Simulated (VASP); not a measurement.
Write the native input for VASP 6.6.1 that does the following.

| Property | Result |
| --- | --- |
| Task | relaxation of shape and atoms at fixed volume |
| Functional | PBE |
| Potentials or basis | VASP PAW PBE potentials, release 64 (La) |
| Cutoff | 600 eV |
| k mesh | 12 × 12 × 11 |
| Occupations | fermi-dirac, width 0.08 eV |
| Spin | no spin polarisation |
| Dipole correction | no |
| Further INCAR settings | ALGO = Normal; EDIFF = 1e-07; IBRION = 2; EDIFFG = -0.005; NSW = 50; ISIF = 4 |

The structure of La lies in POSCAR:

```
La
1.0
    2.9509194379      0.0000000000      0.0000000000
   -1.4754597190      2.5555711977      0.0000000000
    0.0000000000      0.0000000000      2.9396240225
La
1
Direct
    0.0000000000      0.0000000000      0.0000000000
```

These files were run (other wordings do the same):

INCAR

```
  PREC = Accurate
  ENCUT = 600
  EDIFF = 1E-7
  ISMEAR = -1
  SIGMA = 0.08
  LREAL = F
  LASPH = T
  NELM = 100
  ALGO = Normal
  ISIF = 4
  LWAVE = F
  LCHARG = F
  GGA = PE
  IBRION = 2
  NSW = 50
  EDIFFG = -0.005
```

KPOINTS

```
regular mesh
0
Gamma
  12 12 11
```

Potentials or basis: VASP PAW PBE potentials, release 64 (La).

Command:

```console
$ cat potpaw_PBE.64/La/POTCAR > POTCAR
$ mpirun -np 1 vasp_std > vasp.out
```

Results of the run:

The energy gained by relaxing is 35.5 meV/atom, the ionic steps are 6 and the pressure after relaxing is 30.1 GPa.

Wall time 110 s on 1 thread of Intel Xeon 8259CL (shared host), peak memory 0.18 GiB.
